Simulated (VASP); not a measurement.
Input of a VASP 6.6.1 run:

Contents of INCAR:

```
SYSTEM = TaN
PREC = Accurate
ENCUT = 600
EDIFF = 1E-7
ISMEAR = -1
SIGMA = 0.05
LREAL = .FALSE.
LASPH = .TRUE.
NELM = 60
ALGO = Normal
ISIF = 3
LWAVE = .FALSE.
LCHARG = .FALSE.
GGA = PE
IBRION = 2
NSW = 60
EDIFFG = -0.01
PSTRESS = 100.0
```

KPOINTS

```
regular mesh
0
G
  6 6 9
  0 0 0
```

File POSCAR:

```
TaN
1.0
    5.1960000000      0.0000000000      0.0000000000
   -2.5980000000      4.4998679981      0.0000000000
    0.0000000000      0.0000000000      2.9110000000
Ta N
3 3
Direct
    0.0000000000      0.0000000000      0.0000000000
    0.6666666667      0.3333333333      0.5000000000
    0.3333333333      0.6666666667      0.5000000000
    0.0000000000      0.3928500000      0.0000000000
    0.6071500000      0.6071500000      0.0000000000
    0.3928500000      0.0000000000      0.0000000000
```

Potentials or basis: VASP PAW PBE potentials, release 64 (Ta_pv, N).

The run is started by

```bash
$ cat potpaw_PBE.64/Ta_pv/POTCAR potpaw_PBE.64/N/POTCAR > POTCAR
$ mpirun -np 1 vasp_std > vasp.out
```

(1) What does it give for the relaxed volume?

(2) Predict the relaxed cell.

## Answers

(1) 11.20 Å³/atom.

(2) a = 5.175 Å, b = 5.175 Å, c = 2.897 Å, α = 90.00°, β = 90.00°, γ = 120.00°.

Caveat: the cell is relaxed towards a set pressure, so the run minimises the enthalpy, not the energy.
